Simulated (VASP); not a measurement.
Runs of VASP 6.6.1 on C. The structure is that of space group P4/mmm (No. 123), or close to it. The cells are those of the table. 

```csv
spin,cell,k mesh,gap on the mesh (eV),pressure (GPa),moment (μB)
"collinear, ferromagnetic start","a = 2.597, b = 2.597, c = 1.624 Å, 1 atom",6 × 6 × 10,none,-48.9,(b)
off,"a = 4.249, b = 4.249, c = 1.282 Å, 1 atom",14 × 14 × 42,none,-0.1,-
"collinear, ferromagnetic start","a = 4.006, b = 4.006, c = 1.279 Å, 1 atom",4 × 4 × 12,none,1.6,0.19
off,"a = 4.006, b = 4.006, c = 1.279 Å, 1 atom",6 × 6 × 10,none,(a),-
off,"a = 2.597, b = 2.597, c = 1.624 Å, 1 atom",6 × 6 × 10,none,-48.9,-
```

Alike in all rows: task single point; level PBE; potentials or basis VASP PAW PBE potentials, release 64 (C); cutoff (eV) 520; smearing gaussian 0.1 eV.

**Question.** Estimate the missing entries.

**Answer.** (a) 0.0; (b) 0.00.

Caveats: some runs use coarse meshes.

A gap of «none» marks levels without a gap at the run's occupations.
